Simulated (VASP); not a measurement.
# Ti (P6_3/mmc) in VASP: notebook

Ti is run at these levels: LDA; tasks: relaxation of cell and atoms.

Everything below comes from runs of VASP 6.6.1. Logs are shortened: lines on timing, memory, paths and dates and some standing lists are left out, and cuts for length are marked.

### 1 The cell of the first run

Symmetry: P6_3/mmc, No. 194, hexagonal system. Conventional cell: a = 2.867 Å, b = 2.867 Å, c = 4.520 Å, α = 90.00°, β = 90.00°, γ = 120.00°. Ti (site symmetry -6m2) has 12 Ti at 2.80 to 2.87 Å within 3.7 Å.

### 2 Relaxation of cell and atoms, LDA

Contents of INCAR:

```
  PREC = Accurate
  ENCUT = 600
  EDIFF = 1E-7
  ISMEAR = 0
  SIGMA = 0.1
  LREAL = F
  LASPH = T
  NELM = 80
  ALGO = Normal
  ISIF = 3
  LWAVE = F
  LCHARG = F
  GGA = CA
  IBRION = 2
  NSW = 100
  EDIFFG = -0.002
```

Contents of KPOINTS:

```
Automatic mesh
0
Gamma
  15 15 8
```

Contents of POSCAR:

```
Ti
1.0
    2.8670586993      0.0000000000      0.0000000000
   -1.4335293497      2.4829456677      0.0000000000
    0.0000000000      0.0000000000      4.5197979989
Ti
2
Direct
    0.3333333333      0.6666666667      0.2500000000
    0.6666666667      0.3333333333      0.7500000000
```

Potentials or basis: VASP PAW LDA potentials, release 64 (Ti_sv).

The run is started by

```console
$ cat potpaw_LDA.64/Ti_sv/POTCAR > POTCAR
$ mpirun -np 1 vasp_std > vasp.out
```

OUTCAR:

```text
PREC = Accurate
   ENCUT = 600
   EDIFF = 1E-7
   ISMEAR = 0
   LREAL = F
   LASPH = T
   NELM = 80
   ISIF = 3
   GGA = CA
   IBRION = 2
   NSW = 100
   EDIFFG = -0.002

 ion  position               nearest neighbor table
   1  0.333  0.667  0.250-   2 2.80   2 2.80   2 2.80   2 2.80   2 2.80   2 2.80
   2  0.667  0.333  0.750-   1 2.80   1 2.80   1 2.80   1 2.80   1 2.80   1 2.80

  LATTYP: Found a hexagonal cell.
 ALAT       =     2.8670586993
 C/A-ratio  =     1.5764581311

  Lattice vectors:

 A1 = (   2.8670586993,   0.0000000000,   0.0000000000)
 A2 = (  -1.4335293497,   2.4829456677,   0.0000000000)
 A3 = (   0.0000000000,   0.0000000000,   4.5197979989)

Analysis of symmetry for initial positions (statically):
=====================================================================
 Subroutine PRICEL returns:
 Original cell was already a primitive cell.

 Routine SETGRP: Setting up the symmetry group for a
 hexagonal supercell.

 Subroutine GETGRP returns: Found 24 space group operations
 (whereof 12 operations were pure point group operations)
 out of a pool of 24 trial point group operations.

The static configuration has the point symmetry D_3d.
 The point group associated with its full space group is D_6h.

Analysis of symmetry for dynamics (positions and initial velocities):
=====================================================================
 Subroutine PRICEL returns:
 Original cell was already a primitive cell.

 Routine SETGRP: Setting up the symmetry group for a
 hexagonal supercell.

 Subroutine GETGRP returns: Found 24 space group operations
 (whereof 12 operations were pure point group operations)
 out of a pool of 24 trial point group operations.

The dynamic configuration has the point symmetry D_3d.
 The point group associated with its full space group is D_6h.

 Subroutine INISYM returns: Found 24 space group operations
 (whereof 12 operations are pure point group operations),
 and found     1 'primitive' translations

----------------------------------------------------------------------------------------

                                     Primitive cell

  volume of cell :      32.1753

  direct lattice vectors                    reciprocal lattice vectors
     2.867058699  0.000000000  0.000000000     0.348789510  0.201373718  0.000000000
    -1.433529350  2.482945668  0.000000000     0.000000000  0.402747435  0.000000000
     0.000000000  0.000000000  4.519797999     0.000000000  0.000000000  0.221248826

  length of vectors
     2.867058699  2.867058699  4.519797999     0.402747435  0.402747435  0.221248826

  position of ions in fractional coordinates (direct lattice)
     0.333333333  0.666666667  0.250000000
     0.666666667  0.333333333  0.750000000

  ion indices of the primitive-cell ions
   primitive index   ion index
                 1           1
                 2           2

----------------------------------------------------------------------------------------

 KPOINTS: Automatic mesh

Automatic generation of k-mesh.
 Grid dimensions read from file:
 generate k-points for:   15   15    8

 Generating k-lattice:

  Cartesian coordinates                     Fractional coordinates (reciprocal lattice)
     0.023252634  0.013424915  0.000000000     0.066666667  0.000000000  0.000000000
     0.000000000  0.026849829  0.000000000     0.000000000  0.066666667  0.000000000
     0.000000000  0.000000000  0.027656103     0.000000000  0.000000000  0.125000000

  Length of vectors
     0.026849829  0.026849829  0.027656103

  Shift w.r.t. Gamma in fractional coordinates (k-lattice)
     0.000000000  0.000000000  0.000000000

 Subroutine IBZKPT returns following result:
 ===========================================

 Found    135 irreducible k-points:

 Following reciprocal coordinates:
            Coordinates               Weight
  0.000000  0.000000  0.000000      1.000000
  0.066667  0.000000  0.000000      6.000000
  0.133333  0.000000  0.000000      6.000000
  0.200000  0.000000  0.000000      6.000000
  0.266667  0.000000  0.000000      6.000000
  0.333333  0.000000  0.000000      6.000000
[... 16 lines left out ...]
  0.333333  0.200000  0.000000     12.000000
  0.400000  0.200000  0.000000      6.000000
 [... further k-points ...]
   k-points           NKPTS =    135   k-points in BZ     NKDIM =    135   number of bands    NBANDS=     16
   number of dos      NEDOS =    301   number of ions     NIONS =      2
   total plane-waves  NPLWV =  20736
   dimension x,y,z NGX =    24 NGY =   24 NGZ =   36
   dimension x,y,z NGXF=    48 NGYF=   48 NGZF=   72
   ions per type =               2
   NGX,Y,Z   is equivalent  to a cutoff of  13.92, 13.92, 13.24 a.u.
   NGXF,Y,Z  is equivalent  to a cutoff of  27.83, 27.83, 26.48 a.u.
 SYSTEM =  unknown system
   PREC   = accura    normal or accurate (medium, high low for compatibility)
   ISTART =      0    job   : 0-new  1-cont  2-samecut
   ICHARG =      2    charge: 1-file 2-atom 10-const
   ISPIN  =      1    spin polarized calculation?
   LNONCOLLINEAR =      F non collinear calculations
   LSORBIT =      F    spin-orbit coupling
   LASPH  =      T    aspherical Exc in radial PAW
   ENCUT  =  600.0 eV  44.10 Ry    6.64 a.u.   5.73  5.73  9.03*2*pi/ulx,y,z
   NELM   =     80;   NELMIN=  2; NELMDL= -5     # of ELM steps
   EDIFF  = 0.1E-06   stopping-criterion for ELM
   LREAL  =      F    real-space projection
   EDIFFG = -.2E-02   stopping-criterion for IOM
   NSW    =    100    number of steps for IOM
   IBRION =      2    ionic relax: 0-MD 1-quasi-New 2-CG
   NFREE  =      1    steps in history (QN), initial steepest desc. (CG)
   ISIF   =      3    stress and relaxation
   ISYM   =      2    0-nonsym 1-usesym 2-fastsym
   POTIM  = 0.5000    time-step for ionic-motion
   TEBEG  =    0.0;   TEEND  =   0.0 temperature during run
   PSTRESS=    0.0 pullay stress
   NELECT =      24.0000    total number of electrons
   NUPDOWN=      -1.0000    fix difference up-down
   EMIN   =  10.00;   EMAX   =-10.00  energy-range for DOS
   EFERMI =   0.00;   METHOD = LEGACY
   ISMEAR =     0;   SIGMA  =   0.10  broadening in eV -4-tet -1-fermi 0-gaus
   EFERMI_NEDOS =   21; number of points for ismear=-14 and -15
   IALGO  =     38    algorithm
   IMIX   =      4    mixing-type and parameters
     AMIX     =   0.40;   BMIX     =  1.00
     AMIX_MAG =   1.60;   BMIX_MAG =  1.00
  volume/ion in A,a.u.               =      16.09       108.56
  Fermi-wavevector in a.u.,A,eV,Ry     =   1.484696  2.805669 29.991638  2.204323
  Thomas-Fermi vector in A             =   2.598201
   LORBIT       =      0    0 simple, 1 ext, 2 COOP (PROOUT), +10 PAW based schemes
   GGA     = CA    functional components
   LHFCALC =     F    Hartree Fock is set to
   AEXX    =    0.0000 exact exchange contribution
   IVDW    =     0    specifies the selected vdW correction
   LEPSILON=     F    determine dielectric tensor
   LRPA    =     F    only Hartree local field effects (RPA)
 conjugate gradient relaxation of ions
 non-spin polarized calculation
 Gauss-broadening in eV      SIGMA  =   0.10
  energy-cutoff  :      600.00
  volume of cell :       32.18
 maximum number of plane-waves:      1088
 NGX is ok and might be reduce to    24
   NGX = 11   NGY = 11   NGZ = 19

--------------------------------------- Ionic step        1  -------------------------------------------

 number of electron      24.0000002 magnetization

 Free energy of the ion-electron system (eV)
  ---------------------------------------------------
  ext. energy  EPLUGINS =         0.00000000
  ---------------------------------------------------
  free energy    TOTEN  =       -17.10386527 eV

  energy without entropy =      -17.09400782  energy(sigma->0) =      -17.09893654

------------------------ aborting loop because EDIFF is reached ----------------------------------------

  FORCE on cell =-STRESS in cart. coord.  units (eV):
  Direction    XX          YY          ZZ          XY          YZ          ZX
  --------------------------------------------------------------------------------------
  -------------------------------------------------------------------------------------
  Total       -0.0313265     -0.0313265      0.0243196      0.0000000     -0.0000000      0.0000000
  in kB       -1.5599119     -1.5599119      1.2110004      0.0000000     -0.0000000      0.0000000
  external PRESSURE =      -0.6362745 kB  Pullay stress =       0.0000000 kB
[... 237 lines left out ...]
  energy  without entropy=      -17.0939936296  energy(sigma->0) =      -17.09894993

--------------------------------------- Ionic step        8  -------------------------------------------

 number of electron      24.0000003 magnetization

 Free energy of the ion-electron system (eV)
  ---------------------------------------------------
  ext. energy  EPLUGINS =         0.00000000
  ---------------------------------------------------
  free energy    TOTEN  =       -17.10391583 eV

  energy without entropy =      -17.09396124  energy(sigma->0) =      -17.09893854

 E-fermi :   8.9438     XC(G=0): -12.1579

 val. band max:        8.9435881135   @ k =   0.3333   0.2000   0.5000
 cond. band min:       8.9442625035   @ k =   0.4000   0.2000   0.5000
 fundamental gap:      0.0006743900
 Fermi energy:         8.9437930752

 k-point     1 :       0.0000    0.0000    0.0000
  band No.  band energies     occupation
      1     -47.1172      2.00000
      2     -46.9188      2.00000
      3     -24.1992      2.00000
      4     -23.3583      2.00000
      5     -23.3583      2.00000
      6     -23.2606      2.00000
[... 8 lines left out ...]
     15      10.2738      0.00000
     16      10.2738      0.00000
[... 420 lines left out ...]
  band No.  band energies     occupation
      1     -46.9277      2.00000
      2     -46.8877      2.00000
      3     -23.9199      2.00000
      4     -23.7586      2.00000
      5     -23.7291      2.00000
      6     -23.6571      2.00000
[... 8 lines left out ...]
     15      10.3777      0.00000
     16      12.2607      0.00000

 [... further k-points ...]
[... 5 lines left out ...]
  --------------------------------------------------------------------------------------
  -------------------------------------------------------------------------------------
  Total       -0.0025742     -0.0025742     -0.0034090      0.0000000     -0.0000000      0.0000000
  in kB       -0.1282367     -0.1282367     -0.1698239      0.0000000     -0.0000000      0.0000000
  external PRESSURE =      -0.1420991 kB  Pullay stress =       0.0000000 kB
[... 17 lines left out ...]
  FREE ENERGIE OF THE ION-ELECTRON SYSTEM (eV)
  ---------------------------------------------------
  free  energy   TOTEN  =       -17.1039158318 eV

  energy  without entropy=      -17.0939612423  energy(sigma->0) =      -17.09893854

 reached required accuracy - stopping structural energy minimisation
```

Wall time 4 min (1 thread of AMD EPYC 9R45 (Zen 5), shared host); peak memory 0.16 GiB.

Results:

```yaml
Free_energy: -17.1039 eV
Relaxed_volume: 16.08 Å³/atom
Relaxed_cell: a = 2.864 Å, b = 2.864 Å, c = 4.527 Å, α = 90.00°, β = 90.00°, γ = 120.00°
Space_group_after_relaxing_to_0.05_Å: P6_3/mmc (No. 194)
Energy_gained_by_relaxing: 0.0 meV/atom
Ionic_steps: 8
Pressure_after_relaxing: 0.0 GPa
Band_gap_on_the_k_mesh: zero (band 12 reaches 9.75 eV, above the bottom of band 13 at 8.67 eV)
```

Final structure:
```cif
data_structure
_symmetry_space_group_name_H-M 'P 1'
_symmetry_Int_Tables_number 1
_cell_length_a 2.8642
_cell_length_b 2.8642
_cell_length_c 4.5269
_cell_angle_alpha 90.000
_cell_angle_beta 90.000
_cell_angle_gamma 120.000
_cell_volume 32.16
loop_
_atom_site_label
_atom_site_type_symbol
_atom_site_fract_x
_atom_site_fract_y
_atom_site_fract_z
_atom_site_occupancy
Ti1 Ti 0.33333 0.66667 0.25000 1
Ti2 Ti 0.66667 0.33333 0.75000 1
```

### 3 Relaxation of cell and atoms, LDA

Contents of INCAR:

```
PREC = Accurate ; ENCUT = 600
EDIFF = 1E-6 ; ISMEAR = -1
SIGMA = 0.15 ; LREAL = F
LASPH = T ; NELM = 60
ALGO = Normal ; ISIF = 3
LWAVE = F ; LCHARG = F
IBRION = 2 ; NSW = 80
EDIFFG = -0.001
```

Contents of KPOINTS:

```
regular mesh
0
Gamma
  15 15 8
```

Contents of POSCAR:

```
Ti
1.0
    2.8656338610      0.0000000000      0.0000000000
   -1.4328169305      2.4817117216      0.0000000000
    0.0000000000      0.0000000000      4.5275912432
Ti
2
Direct
    0.3333333333      0.6666666667      0.2500000000
    0.6666666667      0.3333333333      0.7500000000
```

Potentials or basis: VASP PAW LDA potentials, release 64 (Ti_sv).

The run is started by

```console
$ cat potpaw_LDA.64/Ti_sv/POTCAR > POTCAR
$ mpirun -np 1 vasp_std > vasp.out
```

Wall time 8 min (1 thread of AMD EPYC 9R45 (Zen 5), shared host); peak memory 0.16 GiB.

Results (log left out):

| Item | Value |
| --- | --- |
| Free energy | -17.1822 eV |
| Relaxed volume | 16.13 Å³/atom |
| Relaxed cell | a = 2.863 Å, b = 2.863 Å, c = 4.545 Å, α = 90.00°, β = 90.00°, γ = 120.00° |
| Space group after relaxing (to 0.05 Å) | P6_3/mmc (No. 194) |
| Energy gained by relaxing | 0.1 meV/atom |
| Ionic steps | 29 |
| Pressure after relaxing | 0.0 GPa |
| Band gap on the k mesh | zero (band 12 reaches 9.68 eV, above the bottom of band 13 at 8.64 eV) |

Step by step:
```tsv
step	energy change (eV)	largest force (eV/Å)	pressure (GPa)	volume (Å³)
1	0.0000	0.0000	0.28	32.20
2	-0.0001	0.0000	-0.29	32.33
3	-0.0001	0.0000	-0.13	32.29
4	-0.0002	0.0000	-0.10	32.28
5	-0.0002	0.0000	-0.08	32.27
6	-0.0002	0.0000	-0.02	32.26
7	-0.0002	0.0000	0.01	32.26
8	-0.0002	0.0000	-0.02	32.27
9	-0.0002	0.0000	0.01	32.27
10	-0.0002	0.0000	-0.03	32.27
11	-0.0002	0.0000	0.02	32.26
12	-0.0002	0.0000	0.02	32.26
13	-0.0002	0.0000	0.03	32.26
14	-0.0002	0.0000	0.00	32.27
15	-0.0002	0.0000	0.01	32.27
16	-0.0002	0.0000	0.01	32.27
17	-0.0002	0.0000	-0.01	32.27
18	-0.0002	0.0000	-0.01	32.27
19	-0.0002	0.0000	-0.02	32.27
20	-0.0002	0.0000	-0.02	32.27
21	-0.0002	0.0000	-0.02	32.27
22	-0.0002	0.0000	-0.01	32.26
23	-0.0002	0.0000	0.03	32.25
24	-0.0002	0.0000	0.07	32.26
25	-0.0002	0.0000	0.02	32.26
26	-0.0002	0.0000	0.02	32.26
27	-0.0002	0.0000	0.01	32.26
28	-0.0002	0.0000	-0.01	32.27
29	-0.0002	0.0000	0.01	32.27
```

Final structure:
```
CELL_PARAMETERS angstrom
2.86316 0.00000 0.00000
-1.43158 2.47957 0.00000
0.00000 0.00000 4.54479
ATOMIC_POSITIONS crystal
Ti 0.33333 0.66667 0.25000
Ti 0.66667 0.33333 0.75000
```

Levels at points of the mesh, in eV from the Fermi level:
| k point | band 9 | band 10 | band 11 | band 12 | band 13 | band 14 | band 15 | band 16 |
| --- | --- | --- | --- | --- | --- | --- | --- | --- |
| (0.00, 0.00, 0.00) | -6.24 | -2.81 | 0.83 | 0.83 | 0.97 | 1.14 | 1.38 | 1.38 |
| (0.00, 0.00, 0.50) | -4.29 | -4.29 | 0.14 | 0.14 | 0.73 | 0.73 | 0.73 | 0.73 |
